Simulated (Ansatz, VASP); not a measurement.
**One calculation of Ir, two programs**

```
CELL_PARAMETERS angstrom
0.00000 1.86211 1.86211
1.86211 0.00000 1.86211
1.86211 1.86211 0.00000
ATOMIC_POSITIONS crystal
Ir 0.00000 0.00000 0.00000
```

Change from the starting cell: strain -0.030 along x and y, -0.030 along z, atoms carried along.

Alike in both runs: task single point; functional r2SCAN; k mesh 22 × 22 × 22; occupations gaussian, width 0.15 eV; no spin polarisation.

|  | VASP | Ansatz |
| --- | --- | --- |
| version | VASP 6.6.1 | Ansatz 0.2.0 |
| potentials or method | VASP PAW PBE potentials, release 64 (Ir), cutoff 520 eV | scalar-relativistic, plane waves, PAW |
| valence electrons in the cell | 9 | 17 |

```tsv
	VASP	Ansatz	Ansatz less VASP
gap on the k mesh at the Fermi level (eV)	none	none	-
pressure (GPa)	50.0	45.8	-4.21
```

VASP's potentials were made for PBE, not for r2SCAN. A gap of «none» marks a metal or a gap that the smearing closes. Both programs put the cell under a high pressure, so it lies far from rest at this level. The functional is the same, so the differences come from potentials, cutoffs and numerics. VASP's potentials hold 9 valence electrons a cell and Ansatz's 17, so a difference there can come from the potentials and not from the codes.

Neither program's run includes spin-orbit coupling.
